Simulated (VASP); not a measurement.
A run of VASP 6.6.1:

INCAR

```
SYSTEM = Sr
ALGO     = Normal         ! electronic algorithm
EDIFF    = 1E-7           ! SCF threshold, eV
EDIFFG   = -0.02          ! ionic threshold
ENCUT    = 600            ! plane-wave cutoff, eV
GGA      = PS             ! functional
IBRION   = 2              ! ionic algorithm
ISIF     = 3              ! what is computed and relaxed
ISMEAR   = -1             ! smearing method
LASPH    = .TRUE.         ! aspherical terms in the spheres
LCHARG   = .FALSE.        ! write CHGCAR
LREAL    = .FALSE.        ! projectors in reciprocal space
LWAVE    = .FALSE.        ! write WAVECAR
NELM     = 60             ! most SCF steps
NSW      = 80             ! ionic steps
PREC     = Accurate       ! precision mode
SIGMA    = 0.05           ! smearing width, eV
```

The input KPOINTS:

```
k-points
0
G
  4 4 4
  0 0 0
```

POSCAR

```
Sr
1.0
    5.9279093614      0.0000000000      0.0000000000
    0.0000000000      5.9279093614      0.0000000000
    0.0000000000      0.0000000000      5.9279093614
Sr
4
Direct
    0.0000000000      0.0000000000      0.0000000000
    0.0000000000      0.5000000000      0.5000000000
    0.5000000000      0.0000000000      0.5000000000
    0.5000000000      0.5000000000      0.0000000000
```

Potentials or basis: VASP PAW PBE potentials, release 64 (Sr_sv).

Run with:

```console
$ cat potpaw_PBE.64/Sr_sv/POTCAR > POTCAR
$ mpirun -np 1 vasp_std > vasp.out
```

Hardware: 1 thread of AMD EPYC 7R13 (shared host).

Task: How long does it take, and how much memory?

Result: It took 2.1 min on 1 thread of AMD EPYC 7R13 (shared host), peak memory 0.29 GiB. Counts: scf iterations 14, k points 10, ion steps 1.
